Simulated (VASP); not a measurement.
Write the native input for VASP 6.6.1 that does the following.

| Quantity | Value |
| --- | --- |
| Task | single point |
| Functional | PBE |
| Potentials or basis | VASP PAW PBE potentials, release 64 (Cu) |
| Cutoff | 520 eV |
| k mesh | 20 × 20 × 20 |
| Occupations | gaussian, width 0.01 eV |
| Spin | no spin polarisation |
| Dipole correction | no |
| Further INCAR settings | ALGO = Normal; EDIFF = 1e-06; NBANDS = 12 |

The structure of Cu lies in POSCAR:

```
Cu
1.0
   -1.4427933200      1.4427933200      1.3760814500
    1.4427933200     -1.4427933200      1.3760814500
    1.4427933200      1.4427933200     -1.3760814500
Cu
1
Direct
    0.0000000000      0.0000000000      0.0000000000
```

These files were run (other wordings do the same):

INCAR

```
SYSTEM = Cu
  PREC = Accurate
  ENCUT = 520
  EDIFF = 1E-6
  ISMEAR = 0
  SIGMA = 0.01
  LREAL = .False.
  LASPH = .True.
  NELM = 100
  ALGO = Normal
  ISIF = 2
  LWAVE = .False.
  LCHARG = .False.
  GGA = PE
  NBANDS = 12
```

KPOINTS

```
regular mesh
0
Gamma
  20 20 20
  0 0 0
```

Potentials or basis: VASP PAW PBE potentials, release 64 (Cu).

The run is started by

```sh
$ cat potpaw_PBE.64/Cu/POTCAR > POTCAR
$ mpirun -np 1 vasp_std > vasp.out
```

Results of the run:

| Property | Result |
| --- | --- |
| Pressure | 7.8 GPa |

Run time: 48 s on 1 thread of Intel(R) Xeon(R) 6975P-C (Granite Rapids), with other jobs on the host, peak memory 0.19 GiB.
